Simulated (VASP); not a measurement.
# NiO (Pm-3m) in VASP: a series of runs

Runs on NiO. Level: PBE. Tasks: single point.

Program: VASP 6.6.1. These are calculated values, not measurements. Logs are shortened: lines on timing, memory, paths and dates and some standing lists are left out, and cuts for length are marked.

## (1) The cell of the first run

The structure is cubic, space group Pm-3m (No. 221). Conventional cell: a = 2.505 Å, b = 2.505 Å, c = 2.505 Å, α = 90.00°, β = 90.00°, γ = 90.00°. Within 2.9 Å of Ni (site symmetry m-3m) lie 8 O at 2.17 Å and 6 Ni at 2.50 Å. O (site symmetry m-3m) has 8 Ni at 2.17 Å and 6 O at 2.50 Å within 2.9 Å.

## (2) Single point, PBE

Input file INCAR:

```
ALGO     = Normal         # electronic algorithm
EDIFF    = 1E-7           # SCF threshold, eV
ENCUT    = 520            # plane-wave cutoff, eV
GGA      = PE             # functional
ISIF     = 2              # what is computed and relaxed
ISMEAR   = -1             # smearing method
LASPH    = T              # aspherical terms in the spheres
LCHARG   = F              # write CHGCAR
LREAL    = F              # projectors in reciprocal space
LWAVE    = F              # write WAVECAR
NBANDS   = 15             # bands
NELM     = 80             # most SCF steps
PREC     = Accurate       # precision mode
SIGMA    = 0.05           # smearing width, eV
```

Input file KPOINTS:

```
k-points
0
Gamma
  11 11 11
```

Input file POSCAR:

```
NiO
1.0
    2.5046153800      0.0000000000      0.0000000000
    0.0000000000      2.5046153800      0.0000000000
    0.0000000000      0.0000000000      2.5046153800
Ni O
1 1
Direct
    0.0000000000      0.0000000000      0.0000000000
    0.5000000000      0.5000000000      0.5000000000
```

Potentials or basis: VASP PAW PBE potentials, release 64 (Ni, O).

Command:

```console
> cat potpaw_PBE.64/Ni/POTCAR potpaw_PBE.64/O/POTCAR > POTCAR
> mpirun -np 1 vasp_std > vasp.out
```

OUTCAR:

```text
EDIFF = 1E-7
   ENCUT = 520
   GGA = PE
   ISIF = 2
   ISMEAR = -1
   LASPH = T
   LREAL = F
   NELM = 80
   PREC = Accurate

 ion  position               nearest neighbor table
   1  0.000  0.000  0.000-   2 2.17   2 2.17   2 2.17   2 2.17   2 2.17   2 2.17   2 2.17   2 2.17

   2  0.500  0.500  0.500-   1 2.17   1 2.17   1 2.17   1 2.17   1 2.17   1 2.17   1 2.17   1 2.17

  LATTYP: Found a simple cubic cell.
 ALAT       =     2.5046153800

  Lattice vectors:

 A1 = (   2.5046153800,   0.0000000000,   0.0000000000)
 A2 = (   0.0000000000,   2.5046153800,   0.0000000000)
 A3 = (   0.0000000000,   0.0000000000,   2.5046153800)

Analysis of symmetry for initial positions (statically):
=====================================================================
 Subroutine PRICEL returns:
 Original cell was already a primitive cell.

 Routine SETGRP: Setting up the symmetry group for a
 simple cubic supercell.

 Subroutine GETGRP returns: Found 48 space group operations
 (whereof 48 operations were pure point group operations)
 out of a pool of 48 trial point group operations.

The static configuration has the point symmetry O_h .

Analysis of symmetry for dynamics (positions and initial velocities):
=====================================================================
 Subroutine PRICEL returns:
 Original cell was already a primitive cell.

 Routine SETGRP: Setting up the symmetry group for a
 simple cubic supercell.

 Subroutine GETGRP returns: Found 48 space group operations
 (whereof 48 operations were pure point group operations)
 out of a pool of 48 trial point group operations.

The dynamic configuration has the point symmetry O_h .

 Subroutine INISYM returns: Found 48 space group operations
 (whereof 48 operations are pure point group operations),
 and found     1 'primitive' translations

----------------------------------------------------------------------------------------

                                     Primitive cell

  volume of cell :      15.7117

  direct lattice vectors                    reciprocal lattice vectors
     2.504615380  0.000000000  0.000000000     0.399262900  0.000000000  0.000000000
     0.000000000  2.504615380  0.000000000     0.000000000  0.399262900  0.000000000
     0.000000000  0.000000000  2.504615380     0.000000000  0.000000000  0.399262900

  length of vectors
     2.504615380  2.504615380  2.504615380     0.399262900  0.399262900  0.399262900

  position of ions in fractional coordinates (direct lattice)
[... 8 lines left out ...]
----------------------------------------------------------------------------------------

 KPOINTS: k-points

Automatic generation of k-mesh.
 Grid dimensions read from file:
 generate k-points for:   11   11   11

 Generating k-lattice:

  Cartesian coordinates                     Fractional coordinates (reciprocal lattice)
     0.036296627  0.000000000  0.000000000     0.090909091  0.000000000  0.000000000
     0.000000000  0.036296627  0.000000000     0.000000000  0.090909091  0.000000000
     0.000000000  0.000000000  0.036296627     0.000000000  0.000000000  0.090909091

  Length of vectors
     0.036296627  0.036296627  0.036296627

  Shift w.r.t. Gamma in fractional coordinates (k-lattice)
     0.000000000  0.000000000  0.000000000

 Subroutine IBZKPT returns following result:
 ===========================================

 Found     56 irreducible k-points:

 Following reciprocal coordinates:
            Coordinates               Weight
  0.000000  0.000000  0.000000      1.000000
  0.090909  0.000000  0.000000      6.000000
  0.181818  0.000000  0.000000      6.000000
  0.272727  0.000000  0.000000      6.000000
  0.363636  0.000000  0.000000      6.000000
  0.454545  0.000000  0.000000      6.000000
[... 16 lines left out ...]
  0.181818  0.090909  0.090909     24.000000
  0.272727  0.090909  0.090909     24.000000
 [... further k-points ...]
   k-points           NKPTS =     56   k-points in BZ     NKDIM =     56   number of bands    NBANDS=     15
   number of dos      NEDOS =    301   number of ions     NIONS =      2
   total plane-waves  NPLWV =   8000
   dimension x,y,z NGX =    20 NGY =   20 NGZ =   20
   dimension x,y,z NGXF=    40 NGYF=   40 NGZF=   40
   ions per type =               1   1
   NGX,Y,Z   is equivalent  to a cutoff of  13.28, 13.28, 13.28 a.u.
   NGXF,Y,Z  is equivalent  to a cutoff of  26.55, 26.55, 26.55 a.u.
 SYSTEM =  unknown system
   PREC   = accura    normal or accurate (medium, high low for compatibility)
   ISTART =      0    job   : 0-new  1-cont  2-samecut
   ICHARG =      2    charge: 1-file 2-atom 10-const
   ISPIN  =      1    spin polarized calculation?
   LNONCOLLINEAR =      F non collinear calculations
   LSORBIT =      F    spin-orbit coupling
   LASPH  =      T    aspherical Exc in radial PAW
   ENCUT  =  520.0 eV  38.22 Ry    6.18 a.u.   4.66  4.66  4.66*2*pi/ulx,y,z
   NELM   =     80;   NELMIN=  2; NELMDL= -5     # of ELM steps
   EDIFF  = 0.1E-06   stopping-criterion for ELM
   LREAL  =      F    real-space projection
   EDIFFG = 0.1E-05   stopping-criterion for IOM
   NSW    =      0    number of steps for IOM
   IBRION =     -1    ionic relax: 0-MD 1-quasi-New 2-CG
   NFREE  =      0    steps in history (QN), initial steepest desc. (CG)
   ISIF   =      2    stress and relaxation
   ISYM   =      2    0-nonsym 1-usesym 2-fastsym
   POTIM  = 0.5000    time-step for ionic-motion
   TEBEG  =    0.0;   TEEND  =   0.0 temperature during run
   PSTRESS=    0.0 pullay stress
   NELECT =      16.0000    total number of electrons
   NUPDOWN=      -1.0000    fix difference up-down
   EMIN   =  10.00;   EMAX   =-10.00  energy-range for DOS
   EFERMI =   0.00;   METHOD = LEGACY
   ISMEAR =    -1;   SIGMA  =   0.05  broadening in eV -4-tet -1-fermi 0-gaus
   EFERMI_NEDOS =   21; number of points for ismear=-14 and -15
   IALGO  =     38    algorithm
   IMIX   =      4    mixing-type and parameters
     AMIX     =   0.40;   BMIX     =  1.00
     AMIX_MAG =   1.60;   BMIX_MAG =  1.00
  volume/ion in A,a.u.               =       7.86        53.01
  Fermi-wavevector in a.u.,A,eV,Ry     =   1.647051  3.112476 36.909583  2.712778
  Thomas-Fermi vector in A             =   2.736576
   LORBIT       =      0    0 simple, 1 ext, 2 COOP (PROOUT), +10 PAW based schemes
   GGA     = PE    functional components
   LHFCALC =     F    Hartree Fock is set to
   AEXX    =    0.0000 exact exchange contribution
   IVDW    =     0    specifies the selected vdW correction
   LEPSILON=     F    determine dielectric tensor
   LRPA    =     F    only Hartree local field effects (RPA)
 non-spin polarized calculation
  energy-cutoff  :      520.00
  volume of cell :       15.71
 maximum number of plane-waves:       441
 NGX is ok and might be reduce to    20
   NGX =  9   NGY =  9   NGZ =  9

 number of electron      15.9999992 magnetization

 Free energy of the ion-electron system (eV)
  ---------------------------------------------------
  ext. energy  EPLUGINS =         0.00000000
  ---------------------------------------------------
  free energy    TOTEN  =       -10.34260936 eV

  energy without entropy =      -10.32431158  energy(sigma->0) =      -10.33346047

 E-fermi :   9.7769     XC(G=0): -13.7261

 val. band max:        9.7477501748   @ k =   0.4545   0.4545   0.2727
 cond. band min:       9.8020902031   @ k =   0.4545   0.3636   0.2727
 fundamental gap:      0.0543400284
 Fermi energy:         9.7769228213

 k-point     1 :       0.0000    0.0000    0.0000
  band No.  band energies     occupation
      1     -11.5342      2.00000
      2       6.3854      2.00000
      3       6.3854      2.00000
      4       6.7942      2.00000
      5       6.7942      2.00000
      6       6.7942      2.00000
      7       8.9272      2.00000
      8       8.9272      2.00000
      9       8.9272      2.00000
     10      11.6370      0.00000
     11      26.4886      0.00000
     12      26.4886      0.00000
     13      31.9972      0.00000
     14      31.9972      0.00000
     15      31.9972      0.00000

 k-point     2 :       0.0909    0.0000    0.0000
  band No.  band energies     occupation
      1     -11.4317      2.00000
      2       5.5221      2.00000
      3       6.4190      2.00000
      4       6.6560      2.00000
      5       6.6560      2.00000
      6       7.1526      2.00000
      7       8.9348      2.00000
      8       9.0953      2.00000
      9       9.0953      2.00000
     10      12.1758      0.00000
     11      26.0483      0.00000
     12      26.5247      0.00000
     13      31.8032      0.00000
     14      31.8032      0.00000
     15      32.4690      0.00000

 k-point     3 :       0.1818    0.0000    0.0000
  band No.  band energies     occupation
      1     -11.1413      2.00000
      2       4.0139      2.00000
      3       6.3510      2.00000
      4       6.3510      2.00000
      5       6.5104      2.00000
      6       7.6722      2.00000
      7       8.9553      2.00000
      8       9.4852      1.99417
      9       9.4852      1.99417
     10      13.2922      0.00000
     11      24.8180      0.00000
     12      26.6315      0.00000
     13      31.2249      0.00000
     14      31.2249      0.00000
     15      33.8977      0.00000
[... 343 lines left out ...]
 k-point    23 :       0.1818    0.0909    0.0909
  band No.  band energies     occupation
      1     -10.9552      2.00000
      2       4.1139      2.00000
      3       5.5565      2.00000
      4       5.6671      2.00000
      5       7.1469      2.00000
      6       7.8922      2.00000
      7       8.8863      2.00000
      8       9.3445      1.99965
      9       9.4922      1.99329
     10      14.1422      0.00000
     11      24.9098      0.00000
     12      26.1262      0.00000
     13      29.8648      0.00000
     14      31.6302      0.00000
     15      34.3894      0.00000

 k-point    24 :       0.2727    0.0909    0.0909
  band No.  band energies     occupation
      1     -10.5563      2.00000
      2       2.6407      2.00000
      3       5.4808      2.00000
      4       5.7489      2.00000
      5       7.0034      2.00000
      6       8.4087      2.00000
      7       8.8319      2.00000
      8       9.5252      1.98707
      9       9.9438      0.06859
     10      15.2169      0.00000
     11      23.1467      0.00000
     12      26.3423      0.00000
     13      29.6749      0.00000
     14      30.1866      0.00000
     15      36.5714      0.00000

 [... further k-points ...]

------------------------ aborting loop because EDIFF is reached ----------------------------------------

  FORCE on cell =-STRESS in cart. coord.  units (eV):
  Direction    XX          YY          ZZ          XY          YZ          ZX
  --------------------------------------------------------------------------------------
  -------------------------------------------------------------------------------------
  Total        2.3378189      2.3378189      2.3378189      0.0000000      0.0000000      0.0000000
  in kB      238.3956443    238.3956443    238.3956443      0.0000000      0.0000000      0.0000000
  external PRESSURE =     238.3956443 kB  Pullay stress =       0.0000000 kB

 VOLUME and BASIS-vectors are now :
 -----------------------------------------------------------------------------
  energy-cutoff  :      520.00
  volume of cell :       15.71
      direct lattice vectors                 reciprocal lattice vectors
     2.504615380  0.000000000  0.000000000     0.399262900  0.000000000  0.000000000
     0.000000000  2.504615380  0.000000000     0.000000000  0.399262900  0.000000000
     0.000000000  0.000000000  2.504615380     0.000000000  0.000000000  0.399262900

 POSITION                                       TOTAL-FORCE (eV/Angst)
 -----------------------------------------------------------------------------------
      0.00000      0.00000      0.00000         0.000000      0.000000      0.000000
      1.25231      1.25231      1.25231         0.000000      0.000000      0.000000
 -----------------------------------------------------------------------------------
    total drift:                                0.000000      0.000000      0.000000

  FREE ENERGIE OF THE ION-ELECTRON SYSTEM (eV)
  ---------------------------------------------------
  free  energy   TOTEN  =       -10.3426093649 eV

  energy  without entropy=      -10.3243115845  energy(sigma->0) =      -10.33346047
```

It took 20 s on 1 thread of Intel Xeon 8259CL, shared host; peak memory 0.13 GiB.

What came out:

```yaml
Free_energy: -10.3426 eV
Pressure: 23.8 GPa
Band_gap_on_the_k_mesh: zero (band 8 reaches 10.71 eV, above the bottom of band 9 at 8.93 eV)
```

Caveat: the run has no spin polarisation, though such a crystal can be magnetic; semilocal functionals often make such compounds metallic where correlation or magnetic order opens a gap, which also shifts bond lengths. Spin polarisation is off, so any magnetic state and its effect on volume and gap are missing.

(Continued in part 2 of 2.)
